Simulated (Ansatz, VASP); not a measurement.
**One calculation of KSrCl3, two programs**

POSCAR

```
KSrCl3
1.0
    5.5792649592      0.0000000000      0.0000000000
    0.0000000000      5.5792649592      0.0000000000
    0.0000000000      0.0000000000      5.5792649592
K Sr Cl
1 1 3
Direct
    0.0000000000      0.0000000000      0.0000000000
    0.5000000000      0.5000000000      0.5000000000
    0.5000000000      0.5000000000      0.0000000000
    0.5000000000      0.0000000000      0.5000000000
    0.0000000000      0.5000000000      0.5000000000
```

File INCAR.step1:

```
SYSTEM = KSrCl3
ALGO = Normal ; EDIFF = 1E-4
ENCUT = 520 ; GGA = PE
ISMEAR = 0 ; LASPH = .TRUE.
LCHARG = .FALSE. ; LREAL = .FALSE.
LWAVE = .TRUE. ; NBANDS = 28
NELM = 100 ; PREC = Accurate
SIGMA = 0.01
```

Contents of INCAR.step2:

```
SYSTEM = KSrCl3
ALGO = Normal ; EDIFF = 1E-7
ENCUT = 520 ; ISIF = 2
ISMEAR = 0 ; ISTART = 1
LASPH = .TRUE. ; LCHARG = .TRUE.
LELF = .TRUE. ; LMIXTAU = .TRUE.
LREAL = .FALSE. ; LVHAR = .TRUE.
LWAVE = .FALSE. ; METAGGA = R2SCAN
NBANDS = 28 ; NELM = 100
PREC = Accurate ; SIGMA = 0.01
```

File KPOINTS:

```
k-points
0
G
  4 4 4
  0 0 0
```

Input for Ansatz:

```yaml
crystal:
  lattice:
    - [5.5792649592, 0.0, 0.0]
    - [0.0, 5.5792649592, 0.0]
    - [0.0, 0.0, 5.5792649592]
  atoms:
    - { symbol: K, position: [0.0, 0.0, 0.0] }
    - { symbol: Sr, position: [0.5, 0.5, 0.5] }
    - { symbol: Cl, position: [0.5, 0.5, 0.0] }
    - { symbol: Cl, position: [0.5, 0.0, 0.5] }
    - { symbol: Cl, position: [0.0, 0.5, 0.5] }
kpoints:
  mp_grid: { grid: [4, 4, 4] }
hamiltonian:
  xc: r2scan
scf:
  occupations: { method: fixed }
  n_extra_bands: 5
output:
  forces: true
  stress: true
  eigenvalues: true
```

Alike in both runs: task single point; functional r2SCAN; k mesh 4 × 4 × 4; no spin polarisation.

```csv
,VASP,Ansatz
version,VASP 6.6.1,Ansatz 0.2.0
potentials or method,"VASP PAW PBE potentials, release 64 (K_sv, Sr_sv, Cl)","plane waves, PAW"
plane-wave cutoff (eV),520,500
occupations,"gaussian, width 0.01 eV",fixed
valence electrons in the cell,40,40
```

```csv
,VASP,Ansatz,Ansatz less VASP
gap on the k mesh at the Fermi level (eV),5.25,5.24,-0.004
pressure (GPa),0.8,0.7,-0.04
```

VASP's potentials were made for PBE, not for r2SCAN.
